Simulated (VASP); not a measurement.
# Si (P6_3/mmc) in VASP: further runs

Runs on Si. Level: PBEsol. Tasks: relaxation of the atoms.

Everything below comes from runs of VASP 6.6.1. Logs are shortened: lines on timing, memory, paths and dates and some standing lists are left out, and cuts for length are marked.

## (1) The cell of the first run

Symmetry: P6_3/mmc, No. 194, hexagonal system. The conventional cell has a = 3.844 Å, b = 3.844 Å, c = 6.313 Å, α = 90.00°, β = 90.00°, γ = 120.00°. Within 3.1 Å of Si (site symmetry 3m) lie 4 Si at 2.36 to 2.37 Å.

## (2) Relaxation of the atoms, PBEsol (strained cell)

Contents of INCAR:

```
PREC     = Accurate       # precision mode
ENCUT    = 520            # plane-wave cutoff, eV
EDIFF    = 1E-6           # SCF threshold, eV
ISMEAR   = 0              # smearing method
SIGMA    = 0.01           # smearing width, eV
LREAL    = F              # projectors in reciprocal space
LASPH    = T              # aspherical terms in the spheres
NELM     = 80             # most SCF steps
ALGO     = Normal         # electronic algorithm
ISIF     = 2              # what is computed and relaxed
LWAVE    = F              # write WAVECAR
LCHARG   = F              # write CHGCAR
GGA      = PS             # functional
IBRION   = 2              # ionic algorithm
NSW      = 60             # ionic steps
EDIFFG   = -0.002         # ionic threshold
```

Contents of KPOINTS:

```
regular mesh
0
Gamma
  9 9 6
```

Contents of POSCAR:

```
Si
1.0
    3.8438634368      0.0000000000      0.0000000000
   -1.9219317184      3.3288833850      0.0000000000
    0.0000000000      0.0000000000      6.3126789988
Si
4
Direct
    0.3333333333      0.6666666667     -0.0004389453
    0.6666666667      0.3333333333      0.4995610547
    0.3333333333      0.6666666667      0.3744389453
    0.6666666667      0.3333333333      0.8744389453
```

Potentials or basis: VASP PAW PBE potentials, release 64 (Si).

Command:

```
$ cat potpaw_PBE.64/Si/POTCAR > POTCAR
$ mpirun -np 1 vasp_std > vasp.out
```

OUTCAR:

```text
PREC = Accurate
   ENCUT = 520
   EDIFF = 1E-6
   ISMEAR = 0
   LREAL = F
   LASPH = T
   NELM = 80
   ISIF = 2
   GGA = PS
   IBRION = 2
   NSW = 60
   EDIFFG = -0.002

 ion  position               nearest neighbor table
   1  0.333  0.667  1.000-   4 2.36   4 2.36   4 2.36   3 2.37
   2  0.667  0.333  0.500-   3 2.36   3 2.36   3 2.36   4 2.37
   3  0.333  0.667  0.374-   2 2.36   2 2.36   2 2.36   1 2.37
   4  0.667  0.333  0.874-   1 2.36   1 2.36   1 2.36   2 2.37

  LATTYP: Found a hexagonal cell.
 ALAT       =     3.8438634368
 C/A-ratio  =     1.6422745247

  Lattice vectors:

 A1 = (   3.8438634368,   0.0000000000,   0.0000000000)
 A2 = (  -1.9219317184,   3.3288833850,   0.0000000000)
 A3 = (   0.0000000000,   0.0000000000,   6.3126789988)

Analysis of symmetry for initial positions (statically):
=====================================================================
 Subroutine PRICEL returns:
 Original cell was already a primitive cell.

 Routine SETGRP: Setting up the symmetry group for a
 hexagonal supercell.

 Subroutine GETGRP returns: Found 24 space group operations
 (whereof  6 operations were pure point group operations)
 out of a pool of 24 trial point group operations.

The static configuration has the point symmetry C_3v.
 The point group associated with its full space group is D_6h.

Analysis of symmetry for dynamics (positions and initial velocities):
=====================================================================
 Subroutine PRICEL returns:
 Original cell was already a primitive cell.

 Routine SETGRP: Setting up the symmetry group for a
 hexagonal supercell.

 Subroutine GETGRP returns: Found 24 space group operations
 (whereof  6 operations were pure point group operations)
 out of a pool of 24 trial point group operations.

The dynamic configuration has the point symmetry C_3v.
 The point group associated with its full space group is D_6h.

 Subroutine INISYM returns: Found 24 space group operations
 (whereof  6 operations are pure point group operations),
 and found     1 'primitive' translations

----------------------------------------------------------------------------------------

                                     Primitive cell

  volume of cell :      80.7756

  direct lattice vectors                    reciprocal lattice vectors
     3.843863437  0.000000000  0.000000000     0.260154924  0.150200515  0.000000000
    -1.921931718  3.328883385  0.000000000     0.000000000  0.300401031  0.000000000
     0.000000000  0.000000000  6.312678999     0.000000000  0.000000000  0.158411350

  length of vectors
     3.843863437  3.843863437  6.312678999     0.300401031  0.300401031  0.158411350

  position of ions in fractional coordinates (direct lattice)
     0.333333333  0.666666667  0.999561055
     0.666666667  0.333333333  0.499561055
     0.333333333  0.666666667  0.374438945
     0.666666667  0.333333333  0.874438945

  ion indices of the primitive-cell ions
   primitive index   ion index
                 1           1
                 2           2
                 3           3
                 4           4

----------------------------------------------------------------------------------------

 KPOINTS: regular mesh

Automatic generation of k-mesh.
 Grid dimensions read from file:
 generate k-points for:    9    9    6

 Generating k-lattice:

  Cartesian coordinates                     Fractional coordinates (reciprocal lattice)
[... 70 lines left out ...]
   PSTRESS=    0.0 pullay stress
   NELECT =      16.0000    total number of electrons
   NUPDOWN=      -1.0000    fix difference up-down
   EMIN   =  10.00;   EMAX   =-10.00  energy-range for DOS
   EFERMI =   0.00;   METHOD = LEGACY
   ISMEAR =     0;   SIGMA  =   0.01  broadening in eV -4-tet -1-fermi 0-gaus
   EFERMI_NEDOS =   21; number of points for ismear=-14 and -15
   IALGO  =     38    algorithm
   IMIX   =      4    mixing-type and parameters
     AMIX     =   0.40;   BMIX     =  1.00
     AMIX_MAG =   1.60;   BMIX_MAG =  1.00
  volume/ion in A,a.u.               =      20.19       136.28
  Fermi-wavevector in a.u.,A,eV,Ry     =   0.954307  1.803379 12.390849  0.910702
  Thomas-Fermi vector in A             =   2.083042
   LORBIT       =      0    0 simple, 1 ext, 2 COOP (PROOUT), +10 PAW based schemes
   GGA     = PS    functional components
   LHFCALC =     F    Hartree Fock is set to
   AEXX    =    0.0000 exact exchange contribution
   IVDW    =     0    specifies the selected vdW correction
   LEPSILON=     F    determine dielectric tensor
   LRPA    =     F    only Hartree local field effects (RPA)
 conjugate gradient relaxation of ions
 non-spin polarized calculation
 Gauss-broadening in eV      SIGMA  =   0.01
  energy-cutoff  :      520.00
  volume of cell :       80.78
 maximum number of plane-waves:      2208
 NGX is ok and might be reduce to    30
   NGX = 15   NGY = 15   NGZ = 23

--------------------------------------- Ionic step        1  -------------------------------------------

 number of electron      16.0000000 magnetization

 Free energy of the ion-electron system (eV)
  ---------------------------------------------------
  ext. energy  EPLUGINS =         0.00000000
  ---------------------------------------------------
  free energy    TOTEN  =       -22.94435133 eV

  energy without entropy =      -22.94435133  energy(sigma->0) =      -22.94435133

------------------------ aborting loop because EDIFF is reached ----------------------------------------

  FORCE on cell =-STRESS in cart. coord.  units (eV):
  Direction    XX          YY          ZZ          XY          YZ          ZX
  --------------------------------------------------------------------------------------
  -------------------------------------------------------------------------------------
  Total       -0.4989532     -0.4989532      0.0648280      0.0000000     -0.0000000      0.0000000
  in kB       -9.8966950     -9.8966950      1.2858571      0.0000000     -0.0000000      0.0000000
  external PRESSURE =      -6.1691776 kB  Pullay stress =       0.0000000 kB

 VOLUME and BASIS-vectors are now :
 -----------------------------------------------------------------------------
  energy-cutoff  :      520.00
  volume of cell :       80.78
      direct lattice vectors                 reciprocal lattice vectors
     3.843863437  0.000000000  0.000000000     0.260154924  0.150200515  0.000000000
    -1.921931718  3.328883385  0.000000000     0.000000000  0.300401031  0.000000000
     0.000000000  0.000000000  6.312678999     0.000000000  0.000000000  0.158411350

 POSITION                                       TOTAL-FORCE (eV/Angst)
 -----------------------------------------------------------------------------------
     -0.00000      2.21926      6.30991         0.000000     -0.000000     -0.004133
      1.92193      1.10963      3.15357        -0.000000      0.000000     -0.004133
     -0.00000      2.21926      2.36371         0.000000      0.000000      0.004133
      1.92193      1.10963      5.52005         0.000000      0.000000      0.004133
 -----------------------------------------------------------------------------------
    total drift:                               -0.000000      0.000000      0.000001

  FREE ENERGIE OF THE ION-ELECTRON SYSTEM (eV)
  ---------------------------------------------------
  free  energy   TOTEN  =       -22.9443513268 eV

  energy  without entropy=      -22.9443513268  energy(sigma->0) =      -22.94435133

--------------------------------------- Ionic step        2  -------------------------------------------

 number of electron      16.0000000 magnetization

 Free energy of the ion-electron system (eV)
  ---------------------------------------------------
  ext. energy  EPLUGINS =         0.00000000
  ---------------------------------------------------
  free energy    TOTEN  =       -22.94435323 eV

  energy without entropy =      -22.94435323  energy(sigma->0) =      -22.94435323

 E-fermi :   6.0449     XC(G=0):  -9.5146

 val. band max:        5.9445664760   @ k =   0.0000   0.0000   0.0000
 cond. band min:       6.2698851778   @ k =   0.4444  -0.0000   0.0000
 fundamental gap:      0.3253187018
 Fermi energy:         6.0448766206

 k-point     1 :       0.0000    0.0000    0.0000
  band No.  band energies     occupation
      1      -6.2429      2.00000
      2      -3.9177      2.00000
      3      -1.2739      2.00000
      4       4.3954      2.00000
      5       4.3954      2.00000
      6       5.6474      2.00000
      7       5.9446      2.00000
      8       5.9446      2.00000
      9       6.8254      0.00000
     10       7.8771      0.00000
     11       7.8771      0.00000
     12       8.3431      0.00000
[... 331 lines left out ...]
 k-point    24 :       0.3333    0.3333    0.1667
  band No.  band energies     occupation
      1      -3.0423      2.00000
      2      -3.0423      2.00000
      3      -0.8445      2.00000
      4      -0.8445      2.00000
      5       0.8024      2.00000
      6       2.3982      2.00000
      7       2.7259      2.00000
      8       2.7259      2.00000
      9       7.0911      0.00000
     10       9.6694      0.00000
     11       9.6694      0.00000
     12      11.2324      0.00000

 [... further k-points ...]
[... 5 lines left out ...]
  --------------------------------------------------------------------------------------
  -------------------------------------------------------------------------------------
  Total       -0.4975970     -0.4975970      0.0554097      0.0000000      0.0000000      0.0000000
  in kB       -9.8697941     -9.8697941      1.0990473      0.0000000      0.0000000      0.0000000
  external PRESSURE =      -6.2135136 kB  Pullay stress =       0.0000000 kB

 VOLUME and BASIS-vectors are now :
 -----------------------------------------------------------------------------
  energy-cutoff  :      520.00
  volume of cell :       80.78
      direct lattice vectors                 reciprocal lattice vectors
     3.843863437  0.000000000  0.000000000     0.260154924  0.150200515  0.000000000
    -1.921931718  3.328883385  0.000000000     0.000000000  0.300401031  0.000000000
     0.000000000  0.000000000  6.312678999     0.000000000  0.000000000  0.158411350

 POSITION                                       TOTAL-FORCE (eV/Angst)
 -----------------------------------------------------------------------------------
     -0.00000      2.21926      6.30971        -0.000000     -0.000000      0.001088
      1.92193      1.10963      3.15337         0.000000      0.000000      0.001088
     -0.00000      2.21926      2.36391         0.000000     -0.000000     -0.001088
      1.92193      1.10963      5.52025         0.000000      0.000000     -0.001088
 -----------------------------------------------------------------------------------
    total drift:                               -0.000000      0.000000      0.000001

  FREE ENERGIE OF THE ION-ELECTRON SYSTEM (eV)
  ---------------------------------------------------
  free  energy   TOTEN  =       -22.9443532276 eV

  energy  without entropy=      -22.9443532276  energy(sigma->0) =      -22.94435323

 reached required accuracy - stopping structural energy minimisation
```

Run time: 33 s. Hardware: 1 thread of Oxide Virtual Turin-like, shared host; peak memory 0.17 GiB.

What came out:

| Property | Result |
| --- | --- |
| Free energy | -22.9444 eV |
| Energy gained by relaxing | 0.0 meV/atom |
| Ionic steps | 2 |
| Pressure after relaxing | -0.6 GPa |
| Band gap on the k mesh | 0.33 eV, indirect (least direct gap 0.88 eV) |

Stress tensor (GPa, compression positive):
```
-0.99  0.00  0.00
 0.00 -0.99  0.00
 0.00  0.00  0.11
```

Final structure:
```
Si
1.0
     3.84386    0.00000    0.00000
    -1.92193    3.32888    0.00000
     0.00000    0.00000    6.31268
Si
4
Cartesian
  0.0000 2.2193 6.3097
  1.9219 1.1096 3.1534
  0.0000 2.2193 2.3639
  1.9219 1.1096 5.5203
```

Caveat: the cell differs from its parent crystal (strained cell); the PAW data sets were made with another functional, which shifts forces and pressure a little. A k mesh can miss the band edges.

## (3) Relaxation of the atoms, PBEsol (strained cell)

Contents of INCAR:

```
ALGO = Normal ; EDIFF = 1E-7
EDIFFG = -0.002 ; ENCUT = 520
GGA = PS ; IBRION = 2
ISIF = 2 ; ISMEAR = 0
LASPH = True ; LCHARG = False
LREAL = False ; LWAVE = False
NELM = 80 ; NSW = 60
PREC = Accurate ; SIGMA = 0.01
```

Contents of KPOINTS:

```
k-points
0
Gamma
  9 9 6
```

Contents of POSCAR:

```
Si
1.0
    3.8438634368      0.0000000000      0.0000000000
   -1.9219317184      3.3288833850      0.0000000000
    0.0000000000      0.0000000000      6.3153658930
Si
4
Direct
    0.3333333333      0.6666666667     -0.0005372923
    0.6666666667      0.3333333333      0.4994627077
    0.3333333333      0.6666666667      0.3745372923
    0.6666666667      0.3333333333      0.8745372923
```

Potentials or basis: VASP PAW PBE potentials, release 64 (Si).

Command:

```
$ cat potpaw_PBE.64/Si/POTCAR > POTCAR
$ mpirun -np 1 vasp_std > vasp.out
```

OUTCAR:

```text
EDIFF = 1E-7
   EDIFFG = -0.002
   ENCUT = 520
   GGA = PS
   IBRION = 2
   ISIF = 2
   ISMEAR = 0
   LASPH = True
   LREAL = False
   NELM = 80
   NSW = 60
   PREC = Accurate

 ion  position               nearest neighbor table
   1  0.333  0.667  0.999-   4 2.36   4 2.36   4 2.36   3 2.37
   2  0.667  0.333  0.499-   3 2.36   3 2.36   3 2.36   4 2.37
   3  0.333  0.667  0.375-   2 2.36   2 2.36   2 2.36   1 2.37
   4  0.667  0.333  0.875-   1 2.36   1 2.36   1 2.36   2 2.37

  LATTYP: Found a hexagonal cell.
 ALAT       =     3.8438634368
 C/A-ratio  =     1.6429735335

  Lattice vectors:

 A1 = (   3.8438634368,   0.0000000000,   0.0000000000)
 A2 = (  -1.9219317184,   3.3288833850,   0.0000000000)
 A3 = (   0.0000000000,   0.0000000000,   6.3153658930)

Analysis of symmetry for initial positions (statically):
=====================================================================
 Subroutine PRICEL returns:
 Original cell was already a primitive cell.

 Routine SETGRP: Setting up the symmetry group for a
 hexagonal supercell.

[... 182 lines left out ...]
  Total       -0.4911653     -0.4911653     -0.0147080      0.0000000     -0.0000000      0.0000000
  in kB       -9.7380776     -9.7380776     -0.2916088      0.0000000     -0.0000000      0.0000000
  external PRESSURE =      -6.5892547 kB  Pullay stress =       0.0000000 kB
[... 63 lines left out ...]
--------------------------------------- Ionic step        3  -------------------------------------------

 number of electron      16.0000000 magnetization

 Free energy of the ion-electron system (eV)
  ---------------------------------------------------
  ext. energy  EPLUGINS =         0.00000000
  ---------------------------------------------------
  free energy    TOTEN  =       -22.94436960 eV

  energy without entropy =      -22.94436960  energy(sigma->0) =      -22.94436960

 E-fermi :   6.0342     XC(G=0):  -9.5130

 val. band max:        5.9411489947   @ k =   0.0000   0.0000   0.0000
 cond. band min:       6.2686121052   @ k =   0.4444  -0.0000   0.0000
 fundamental gap:      0.3274631105
 Fermi energy:         6.0342280872

 k-point     1 :       0.0000    0.0000    0.0000
  band No.  band energies     occupation
      1      -6.2442      2.00000
      2      -3.9222      2.00000
      3      -1.2773      2.00000
      4       4.3942      2.00000
      5       4.3942      2.00000
      6       5.6402      2.00000
      7       5.9411      2.00000
      8       5.9411      2.00000
      9       6.8250      0.00000
     10       7.8749      0.00000
     11       7.8749      0.00000
     12       8.3315      0.00000
[... 331 lines left out ...]
 k-point    24 :       0.3333    0.3333    0.1667
  band No.  band energies     occupation
      1      -3.0439      2.00000
      2      -3.0439      2.00000
      3      -0.8483      2.00000
      4      -0.8483      2.00000
      5       0.8008      2.00000
      6       2.3946      2.00000
      7       2.7222      2.00000
      8       2.7222      2.00000
      9       7.0864      0.00000
     10       9.6603      0.00000
     11       9.6603      0.00000
     12      11.2304      0.00000

 [... further k-points ...]
[... 5 lines left out ...]
  --------------------------------------------------------------------------------------
  -------------------------------------------------------------------------------------
  Total       -0.5057412     -0.5057412      0.0125570      0.0000000     -0.0000000      0.0000000
  in kB      -10.0270649    -10.0270649      0.2489601      0.0000000     -0.0000000      0.0000000
  external PRESSURE =      -6.6017232 kB  Pullay stress =       0.0000000 kB
[... 19 lines left out ...]
  FREE ENERGIE OF THE ION-ELECTRON SYSTEM (eV)
  ---------------------------------------------------
  free  energy   TOTEN  =       -22.9443695997 eV

  energy  without entropy=      -22.9443695997  energy(sigma->0) =      -22.94436960

 reached required accuracy - stopping structural energy minimisation
```

OSZICAR:

```text
N       E                     dE             d eps       ncg     rms          rms(c)
DAV:   1     0.318731120410E+02    0.31873E+02   -0.61811E+03  1152   0.109E+03
DAV:   2    -0.210542247072E+02   -0.52927E+02   -0.48821E+02  1616   0.145E+02
DAV:   3    -0.233465769832E+02   -0.22924E+01   -0.22601E+01  1540   0.291E+01
[... 16 lines left out ...]
DAV:   4    -0.229443683046E+02    0.89835E-07   -0.20950E-07  1048   0.316E-03
   2 F= -.22944368E+02 E0= -.22944368E+02  d E =-.193332E-04
       N       E                     dE             d eps       ncg     rms          rms(c)
DAV:   1    -0.229443694937E+02   -0.10992E-05   -0.24308E-05  1248   0.317E-02    0.225E-03
DAV:   2    -0.229443696028E+02   -0.10909E-06   -0.11806E-06  1404   0.779E-03    0.768E-04
DAV:   3    -0.229443695997E+02    0.30921E-08   -0.15120E-08   660   0.111E-03
   3 F= -.22944370E+02 E0= -.22944370E+02  d E =-.206282E-04
```

Run time: 59 s. Hardware: 1 thread of Oxide Virtual Turin-like, shared host; peak memory 0.17 GiB.

What came out:

| Quantity | Value |
| --- | --- |
| Free energy | -22.9444 eV |
| Energy gained by relaxing | 0.0 meV/atom |
| Ionic steps | 3 |
| Pressure after relaxing | -0.7 GPa |
| Band gap on the k mesh | 0.33 eV, indirect (least direct gap 0.88 eV) |

Final structure:
```xyz
4
Lattice="3.8439 0.0000 0.0000 -1.9219 3.3289 0.0000 0.0000 0.0000 6.3154" Properties=species:S:1:pos:R:3 pbc="T T T"
Si    0.0000    2.2193    6.3126
Si    1.9219    1.1096    3.1549
Si    0.0000    2.2193    2.3647
Si    1.9219    1.1096    5.5224
```

Caveat: the cell differs from its parent crystal (strained cell); the PAW data sets were made with another functional, which shifts forces and pressure a little.
